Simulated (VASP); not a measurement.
Here is a VASP 6.6.1 calculation.

File INCAR:

```
SYSTEM = BN
ALGO     = Normal         ! electronic algorithm
EDIFF    = 1E-6           ! SCF threshold, eV
ENCUT    = 600            ! plane-wave cutoff, eV
GGA      = PE             ! functional
GGA_COMPAT= .False.      
ISIF     = 2              ! what is computed and relaxed
ISMEAR   = -1             ! smearing method
LASPH    = .True.         ! aspherical terms in the spheres
LCHARG   = .False.        ! write CHGCAR
LREAL    = .False.        ! projectors in reciprocal space
LWAVE    = .False.        ! write WAVECAR
NBANDS   = 11             ! bands
NELM     = 120            ! most SCF steps
PREC     = Accurate       ! precision mode
SIGMA    = 0.03           ! smearing width, eV
```

Contents of KPOINTS:

```
k-points
0
Gamma
  16 16 16
  0 0 0
```

The input POSCAR:

```
BN
1.0
    0.0000000000      1.7851678744      1.8123531719
    1.7851678744      0.0000000000      1.8123531719
    1.7851678744      1.7851678744      0.0000000000
B N
1 1
Direct
    0.0000000000      0.0000000000      0.0000000000
    0.2500000000      0.2500000000      0.2500000000
```

Potentials or basis: VASP PAW PBE potentials, release 64 (B, N).

Launch:

```bash
$ cat potpaw_PBE.64/B/POTCAR potpaw_PBE.64/N/POTCAR > POTCAR
$ mpirun -np 1 vasp_std > vasp.out
```

Q: Estimate the pressure.

A: 11.9 GPa.

Q: Estimate the band gap on the k mesh.

A: 4.34 eV, indirect (least direct gap 8.84 eV).

Stress tensor (GPa, compression positive):
```
15.15  0.00  0.00
 0.00 15.15  0.00
 0.00  0.00  5.45
```

Caveat: the cell differs from its parent crystal (x and y stretched by -1.5 %, z held). A k mesh can miss the band edges.
